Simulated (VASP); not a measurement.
# Al (Im-3m) in VASP: a series of runs

Runs on Al. Level: LDA. Tasks: single point, relaxation of cell and atoms.

Program: VASP 6.6.1. These are calculated values, not measurements. Logs are shortened: lines on timing, memory, paths and dates and some standing lists are left out, and cuts for length are marked.

## (1) The cell of the first run

Symmetry: Im-3m, No. 229, cubic system. Conventional cell: a = 3.189 Å, b = 3.189 Å, c = 3.189 Å, α = 90.00°, β = 90.00°, γ = 90.00°. Al (site symmetry m-3m) has 14 Al at 2.76 to 3.19 Å within 3.6 Å.

## (2) Single point, LDA

File INCAR:

```
SYSTEM = Al
PREC = Accurate
ENCUT = 520
EDIFF = 1E-6
ISMEAR = -1
SIGMA = 0.15
LREAL = .False.
LASPH = .True.
NELM = 100
ALGO = Normal
ISIF = 2
LWAVE = .False.
LCHARG = .False.
GGA = CA
NBANDS = 8
```

File KPOINTS:

```
regular mesh
0
Gamma
  19 19 19
  0 0 0
```

File POSCAR:

```
Al
1.0
   -1.5946664551      1.5946664551      1.5946664551
    1.5946664551     -1.5946664551      1.5946664551
    1.5946664551      1.5946664551     -1.5946664551
Al
1
Direct
    0.0000000000      0.0000000000      0.0000000000
```

Potentials or basis: VASP PAW LDA potentials, release 64 (Al).

Launch:

```console
$ cat potpaw_LDA.64/Al/POTCAR > POTCAR
$ mpirun -np 1 vasp_std > vasp.out
```

OUTCAR:

```text
SYSTEM = Al
   PREC = Accurate
   ENCUT = 520
   EDIFF = 1E-6
   ISMEAR = -1
   LREAL = .False.
   LASPH = .True.
   NELM = 100
   ISIF = 2
   GGA = CA

 ion  position               nearest neighbor table
   1  0.000  0.000  0.000-

  LATTYP: Found a body centered cubic cell.
 ALAT       =     3.1893329102

  Lattice vectors:

 A1 = (  -1.5946664551,   1.5946664551,   1.5946664551)
 A2 = (   1.5946664551,  -1.5946664551,   1.5946664551)
 A3 = (   1.5946664551,   1.5946664551,  -1.5946664551)

Analysis of symmetry for initial positions (statically):
=====================================================================
 Subroutine PRICEL returns:
 Original cell was already a primitive cell.

 Routine SETGRP: Setting up the symmetry group for a
 body centered cubic supercell.

 Subroutine GETGRP returns: Found 48 space group operations
 (whereof 48 operations were pure point group operations)
 out of a pool of 48 trial point group operations.

The static configuration has the point symmetry O_h .

Analysis of symmetry for dynamics (positions and initial velocities):
=====================================================================
 Subroutine PRICEL returns:
 Original cell was already a primitive cell.

 Routine SETGRP: Setting up the symmetry group for a
 body centered cubic supercell.

 Subroutine GETGRP returns: Found 48 space group operations
 (whereof 48 operations were pure point group operations)
 out of a pool of 48 trial point group operations.

The dynamic configuration has the point symmetry O_h .

 Subroutine INISYM returns: Found 48 space group operations
 (whereof 48 operations are pure point group operations),
 and found     1 'primitive' translations

----------------------------------------------------------------------------------------

                                     Primitive cell

  volume of cell :      16.2207

  direct lattice vectors                    reciprocal lattice vectors
    -1.594666455  1.594666455  1.594666455     0.000000000  0.313545192  0.313545192
     1.594666455 -1.594666455  1.594666455     0.313545192  0.000000000  0.313545192
     1.594666455  1.594666455 -1.594666455     0.313545192  0.313545192  0.000000000

  length of vectors
     2.762043321  2.762043321  2.762043321     0.443419863  0.443419863  0.443419863

  position of ions in fractional coordinates (direct lattice)
     0.000000000  0.000000000  0.000000000

  ion indices of the primitive-cell ions
   primitive index   ion index
                 1           1

----------------------------------------------------------------------------------------

 KPOINTS: regular mesh

Automatic generation of k-mesh.
 Grid dimensions read from file:
 generate k-points for:   19   19   19

 Generating k-lattice:

  Cartesian coordinates                     Fractional coordinates (reciprocal lattice)
     0.000000000  0.016502379  0.016502379     0.052631579  0.000000000  0.000000000
     0.016502379  0.000000000  0.016502379     0.000000000  0.052631579  0.000000000
     0.016502379  0.016502379  0.000000000     0.000000000  0.000000000  0.052631579

  Length of vectors
     0.023337888  0.023337888  0.023337888

  Shift w.r.t. Gamma in fractional coordinates (k-lattice)
     0.000000000  0.000000000  0.000000000

 Subroutine IBZKPT returns following result:
 ===========================================

 Found    220 irreducible k-points:

 Following reciprocal coordinates:
            Coordinates               Weight
  0.000000  0.000000  0.000000      1.000000
  0.052632  0.000000  0.000000     12.000000
  0.105263  0.000000  0.000000     12.000000
  0.157895  0.000000  0.000000     12.000000
  0.210526  0.000000  0.000000     12.000000
  0.263158  0.000000  0.000000     12.000000
[... 16 lines left out ...]
  0.263158  0.105263  0.000000     48.000000
  0.315789  0.105263 -0.000000     48.000000
 [... further k-points ...]
   k-points           NKPTS =    220   k-points in BZ     NKDIM =    220   number of bands    NBANDS=      8
   number of dos      NEDOS =    301   number of ions     NIONS =      1
   total plane-waves  NPLWV =  13824
   dimension x,y,z NGX =    24 NGY =   24 NGZ =   24
   dimension x,y,z NGXF=    48 NGYF=   48 NGZF=   48
   ions per type =               1
   NGX,Y,Z   is equivalent  to a cutoff of  14.45, 14.45, 14.45 a.u.
   NGXF,Y,Z  is equivalent  to a cutoff of  28.89, 28.89, 28.89 a.u.
 SYSTEM =  Al
   PREC   = accura    normal or accurate (medium, high low for compatibility)
   ISTART =      0    job   : 0-new  1-cont  2-samecut
   ICHARG =      2    charge: 1-file 2-atom 10-const
   ISPIN  =      1    spin polarized calculation?
   LNONCOLLINEAR =      F non collinear calculations
   LSORBIT =      F    spin-orbit coupling
   LASPH  =      T    aspherical Exc in radial PAW
   ENCUT  =  520.0 eV  38.22 Ry    6.18 a.u.   5.14  5.14  5.14*2*pi/ulx,y,z
   NELM   =    100;   NELMIN=  2; NELMDL= -5     # of ELM steps
   EDIFF  = 0.1E-05   stopping-criterion for ELM
   LREAL  =      F    real-space projection
   EDIFFG = 0.1E-04   stopping-criterion for IOM
   NSW    =      0    number of steps for IOM
   IBRION =     -1    ionic relax: 0-MD 1-quasi-New 2-CG
   NFREE  =      0    steps in history (QN), initial steepest desc. (CG)
   ISIF   =      2    stress and relaxation
   ISYM   =      2    0-nonsym 1-usesym 2-fastsym
   POTIM  = 0.5000    time-step for ionic-motion
   TEBEG  =    0.0;   TEEND  =   0.0 temperature during run
   PSTRESS=    0.0 pullay stress
   NELECT =       3.0000    total number of electrons
   NUPDOWN=      -1.0000    fix difference up-down
   EMIN   =  10.00;   EMAX   =-10.00  energy-range for DOS
   EFERMI =   0.00;   METHOD = LEGACY
   ISMEAR =    -1;   SIGMA  =   0.15  broadening in eV -4-tet -1-fermi 0-gaus
   EFERMI_NEDOS =   21; number of points for ismear=-14 and -15
   IALGO  =     38    algorithm
   IMIX   =      4    mixing-type and parameters
     AMIX     =   0.40;   BMIX     =  1.00
     AMIX_MAG =   1.60;   BMIX_MAG =  1.00
  volume/ion in A,a.u.               =      16.22       109.46
  Fermi-wavevector in a.u.,A,eV,Ry     =   0.932736  1.762615 11.837020  0.869996
  Thomas-Fermi vector in A             =   2.059365
   LORBIT       =      0    0 simple, 1 ext, 2 COOP (PROOUT), +10 PAW based schemes
   GGA     = CA    functional components
   LHFCALC =     F    Hartree Fock is set to
   AEXX    =    0.0000 exact exchange contribution
   IVDW    =     0    specifies the selected vdW correction
   LEPSILON=     F    determine dielectric tensor
   LRPA    =     F    only Hartree local field effects (RPA)
 non-spin polarized calculation
  energy-cutoff  :      520.00
  volume of cell :       16.22
 maximum number of plane-waves:       450
 NGX is ok and might be reduce to    24
   NGX = 11   NGY = 11   NGZ = 11

 number of electron       3.0000000 magnetization

 Free energy of the ion-electron system (eV)
  ---------------------------------------------------
  ext. energy  EPLUGINS =         0.00000000
  ---------------------------------------------------
  free energy    TOTEN  =        -4.10734794 eV

  energy without entropy =       -4.07689885  energy(sigma->0) =       -4.09212339

 E-fermi :   7.9711     XC(G=0): -10.4106

 val. band max:        7.9629981174   @ k =  -0.3684  -0.4211   0.1053
 cond. band min:       7.9907462304   @ k =   0.2632   0.1579   0.1053
 fundamental gap:      0.0277481130
 Fermi energy:         7.9711464633

 k-point     1 :       0.0000    0.0000    0.0000
  band No.  band energies     occupation
      1      -3.2435      2.00000
      2      21.2670      0.00000
      3      21.2670      0.00000
      4      21.2670      0.00000
      5      22.6472      0.00000
      6      22.6472      0.00000
      7      22.6472      0.00000
      8      24.3869      0.00000

 k-point     2 :       0.0526    0.0000    0.0000
  band No.  band energies     occupation
      1      -3.1631      2.00000
      2      20.1957      0.00000
      3      20.6097      0.00000
      4      20.9396      0.00000
      5      22.3282      0.00000
      6      23.1247      0.00000
      7      23.4377      0.00000
      8      23.6615      0.00000

 k-point     3 :       0.1053    0.0000    0.0000
  band No.  band energies     occupation
      1      -2.9220      2.00000
      2      18.2150      0.00000
      3      19.6608      0.00000
      4      20.1919      0.00000
      5      21.6078      0.00000
      6      22.7431      0.00000
      7      23.8073      0.00000
      8      24.5267      0.00000

 k-point     4 :       0.1579    0.0000    0.0000
  band No.  band energies     occupation
      1      -2.5211      2.00000
      2      16.0375      0.00000
      3      18.7908      0.00000
      4      19.3347      0.00000
      5      20.7996      0.00000
      6      22.0075      0.00000
      7      24.4509      0.00000
      8      24.8106      0.00000

 k-point     5 :       0.2105    0.0000    0.0000
  band No.  band energies     occupation
      1      -1.9617      2.00000
      2      13.8693      0.00000
      3      18.0376      0.00000
      4      18.5171      0.00000
      5      20.0420      0.00000
      6      21.3477      0.00000
      7      25.1614      0.00000
      8      25.2307      0.00000
[... 177 lines left out ...]
 k-point    22 :       0.2105    0.1053   -0.0000
  band No.  band energies     occupation
      1      -1.0081      2.00000
      2      11.9831      0.00000
      3      14.6986      0.00000
      4      17.3554      0.00000
      5      20.7152      0.00000
      6      22.4690      0.00000
      7      24.4463      0.00000
      8      27.3735      0.00000

 k-point    23 :       0.2632    0.1053    0.0000
  band No.  band energies     occupation
      1      -0.1397      2.00000
      2      10.0125      0.00000
      3      14.1267      0.00000
      4      16.8227      0.00000
      5      20.1848      0.00000
      6      22.4035      0.00000
      7      24.8128      0.00000
      8      28.4558      0.00000

 k-point    24 :       0.3158    0.1053   -0.0000
  band No.  band energies     occupation
      1       0.8795      2.00000
      2       8.1597      0.44298
      3      13.6958      0.00000
      4      16.4181      0.00000
      5      19.7763      0.00000
      6      22.2149      0.00000
      7      25.5116      0.00000
      8      29.2623      0.00000

 [... further k-points ...]
[... 5 lines left out ...]
  --------------------------------------------------------------------------------------
  -------------------------------------------------------------------------------------
  Total        0.0100203      0.0100203      0.0100203      0.0000000     -0.0000000     -0.0000000
  in kB        0.9897395      0.9897395      0.9897395      0.0000000     -0.0000000     -0.0000000
  external PRESSURE =       0.9897395 kB  Pullay stress =       0.0000000 kB

 VOLUME and BASIS-vectors are now :
 -----------------------------------------------------------------------------
  energy-cutoff  :      520.00
  volume of cell :       16.22
      direct lattice vectors                 reciprocal lattice vectors
    -1.594666455  1.594666455  1.594666455     0.000000000  0.313545192  0.313545192
     1.594666455 -1.594666455  1.594666455     0.313545192  0.000000000  0.313545192
     1.594666455  1.594666455 -1.594666455     0.313545192  0.313545192  0.000000000

 POSITION                                       TOTAL-FORCE (eV/Angst)
 -----------------------------------------------------------------------------------
      0.00000      0.00000      0.00000         0.000000     -0.000000      0.000000
 -----------------------------------------------------------------------------------
    total drift:                                0.000000      0.000000      0.000000

  FREE ENERGIE OF THE ION-ELECTRON SYSTEM (eV)
  ---------------------------------------------------
  free  energy   TOTEN  =        -4.1073479388 eV

  energy  without entropy=       -4.0768988511  energy(sigma->0) =       -4.09212339
```

It took 10 s on 1 thread of Intel Xeon Platinum 8488C (Sapphire Rapids), shared host; peak memory 0.13 GiB.

Results:

```yaml
Free_energy: -4.1073 eV
Pressure: 0.1 GPa
```

Levels at points of the mesh, in eV from the Fermi level:
```csv
k point,band 1,band 2,band 3,band 4,band 5
"(0.00, 0.00, 0.00)",-11.21,13.30,13.30,13.30,14.68
```

[end of part 1 of 2]
